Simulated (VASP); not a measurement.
Co, 2 atoms in the cell. Symmetry: P6_3/mmc, No. 194, hexagonal system. Conventional cell: a = 2.458 Å, b = 2.458 Å, c = 3.961 Å, α = 90.00°, β = 90.00°, γ = 120.00°. Within 3.2 Å of Co (site symmetry -6m2) lie 12 Co at 2.44 to 2.46 Å. 

| Item | Value |
| --- | --- |
| Program | VASP 6.6.1 |
| Task | single point |
| Functional | PBE |
| Potentials or basis | VASP PAW PBE potentials, release 64 (Co) |
| Cutoff | 520 eV |
| k mesh | 15 × 15 × 8 |
| Occupations | gaussian, width 0.1 eV |
| Spin | no spin polarisation |
| Dipole correction | no |
| Further INCAR settings | ALGO = Normal; EDIFF = 1e-06; NBANDS = 16 |

Potentials or basis: VASP PAW PBE potentials, release 64 (Co).

The run is started by

```console
$ cat potpaw_PBE.64/Co/POTCAR > POTCAR
$ mpirun -np 1 vasp_std > vasp.out
```

Hardware: 1 thread of Intel Xeon 8259CL, on a shared host.

Question: Estimate the wall time of this run.

Answer: It took 55 s on 1 thread of Intel Xeon 8259CL, with other jobs on the host, peak memory 0.15 GiB. Counts: scf iterations 11, k points 135.
